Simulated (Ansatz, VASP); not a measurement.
## P: VASP beside Ansatz

The input INCAR:

```
SYSTEM = P
ALGO = Normal
EDIFF = 1E-6
ENCUT = 500
GGA = PE
GGA_COMPAT = .False.
ISIF = 2
ISMEAR = 0
LASPH = .True.
LCHARG = .False.
LREAL = .False.
LWAVE = .False.
NBANDS = 8
NELM = 120
PREC = Accurate
SIGMA = 0.1
```

File KPOINTS:

```
k-points
0
Gamma
  8 8 8
  0 0 0
```

The input POSCAR:

```
P
1.0
    0.0000000000      2.0137495270      2.0137495270
    2.0137495270      0.0000000000      2.0137495270
    2.0137495270      2.0137495270      0.0000000000
P
1
Direct
    0.0000000000      0.0000000000      0.0000000000
```

Input for Ansatz:

```yaml
crystal:
  lattice:
    - [0.0, 2.013749527, 2.013749527]
    - [2.013749527, 0.0, 2.013749527]
    - [2.013749527, 2.013749527, 0.0]
  atoms:
    - { symbol: P, position: [0.0, 0.0, 0.0] }
basis:
  ecutwfc: 420
kpoints:
  mp_grid: { grid: [8, 8, 8] }
hamiltonian:
  xc: pbe
scf:
  occupations: { method: gaussian, width: 0.1 }
output:
  forces: true
  stress: true
  eigenvalues: true
```

Alike in both runs: task single point; functional PBE; k mesh 8 × 8 × 8; occupations gaussian, width 0.1 eV; no spin polarisation.

|  | VASP | Ansatz |
| --- | --- | --- |
| version | VASP 6.6.1 | Ansatz 0.2.0 |
| potentials or method | VASP PAW PBE potentials, release 64 (P), cutoff 500 eV | scalar-relativistic, plane waves, PAW |
| valence electrons in the cell | 5 | 5 |

Ansatz gave:

* gap on the k mesh at the Fermi level (eV): none
* pressure (GPa): -6.5

Q: Estimate VASP's values.

A: gap on the k mesh at the Fermi level (eV): none; pressure (GPa): -6.6.

A gap of «none» marks a metal or a gap that the smearing closes.
